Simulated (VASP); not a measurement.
Input of a VASP 6.6.1 run:

INCAR

```
PREC     = Accurate       # precision mode
ENCUT    = 520            # plane-wave cutoff, eV
EDIFF    = 1E-6           # SCF threshold, eV
ISMEAR   = 0              # smearing method
SIGMA    = 0.05           # smearing width, eV
LREAL    = False          # projectors in reciprocal space
LASPH    = True           # aspherical terms in the spheres
NELM     = 150            # most SCF steps
ALGO     = Normal         # electronic algorithm
ISIF     = 2              # what is computed and relaxed
LWAVE    = False          # write WAVECAR
LCHARG   = False          # write CHGCAR
ISPIN    = 2              # spin polarisation
MAGMOM   = 0 0 0 0 0 0 1  # initial moments
LORBIT   = 11             # projections on sites
LDIPOL   = True         
IDIPOL   = 3            
DIPOL    = 0.5 0.5 0.489
GGA      = PE             # functional
IVDW     = 12             # dispersion correction
NBANDS   = 26             # bands
```

The input KPOINTS:

```
regular mesh
0
Gamma
  12 12 1
```

File POSCAR:

```
HC6
1.0
    2.4650495083      0.0000000000      0.0000000000
   -1.2325247542      2.1347954958      0.0000000000
    0.0000000000      0.0000000000     25.6987123419
C H
6 1
Direct
    0.6666666667      0.3333333333      0.3307558716
    0.3333333333      0.6666666667      0.3308185209
    0.3372944617      0.6745889234      0.4627122036
    0.0039890836      0.0079781673      0.4627323539
    0.0017389850      0.0034779700      0.6003921141
    0.6684419128      0.3368838257      0.5874589025
    1.0017211664      1.0034423328      0.6455704099
```

Potentials or basis: VASP PAW PBE potentials, release 64 (C, H).

Run with:

```sh
$ cat potpaw_PBE.64/C/POTCAR potpaw_PBE.64/H/POTCAR > POTCAR
$ mpirun -np 1 vasp_std > vasp.out
```

Task: Predict the largest force.

Result: 0.034 eV/Å.

Task: What does it give for the site moments?

Result: C +0.00, +0.01, -0.04, +0.45; H +0.09 μB.

Forces on the atoms (eV/Å):
```
C    0.000 -0.001  0.017
C    0.000  0.000 -0.012
C    0.000  0.005  0.004
C    0.000 -0.005 -0.010
C    0.000  0.007 -0.025
C    0.000 -0.008 -0.009
H    0.000  0.001  0.034
```
